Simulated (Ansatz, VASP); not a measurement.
## One calculation of MgO, two programs

INCAR

```
ALGO = Normal
EDIFF = 1E-6
ENCUT = 600
GGA = PE
GGA_COMPAT = F
ISIF = 2
ISMEAR = 0
LASPH = T
LCHARG = F
LREAL = F
LWAVE = F
NBANDS = 11
NELM = 120
PREC = Accurate
SIGMA = 0.01
```

The input KPOINTS:

```
k-points
0
Gamma
  8 8 8
```

POSCAR

```
MgO
1.0
    0.0000000000      2.1055000000      2.1055000000
    2.1055000000      0.0000000000      2.1055000000
    2.1055000000      2.1055000000      0.0000000000
Mg O
1 1
Direct
    0.0000000000      0.0000000000      0.0000000000
    0.5000000000      0.5000000000      0.5000000000
```

Input for Ansatz:

```yaml
crystal:
  lattice:
    - [0.0, 2.1055, 2.1055]
    - [2.1055, 0.0, 2.1055]
    - [2.1055, 2.1055, 0.0]
  atoms:
    - { symbol: Mg, position: [0.0, 0.0, 0.0] }
    - { symbol: O, position: [0.5, 0.5, 0.5] }
hamiltonian:
  xc: pbe
  pseudopotentials: { kind: paw }
basis:
  ecutwfc: 420
kpoints:
  mp_grid: { grid: [8, 8, 8] }
scf:
  occupations: { method: fixed }
  lower_state_search: "off"
  max_iter: 50
output:
  forces: true
  stress: true
```

Alike in both runs: task single point; functional PBE; k mesh 8 × 8 × 8; no spin polarisation.

```csv
,VASP,Ansatz
version,VASP 6.6.1,Ansatz 0.2.0
potentials or method,"VASP PAW PBE potentials, release 64 (Mg, O), cutoff 600 eV","PAW, plane waves, scalar-relativistic"
occupations,"gaussian, width 0.01 eV",fixed
valence electrons in the cell,8,16
```

```tsv
	VASP	Ansatz	Ansatz less VASP
pressure (GPa)	3.8	4.8	+0.98
```

VASP's potentials hold 8 valence electrons a cell and Ansatz's 16, so a difference there can come from the potentials and not from the codes.
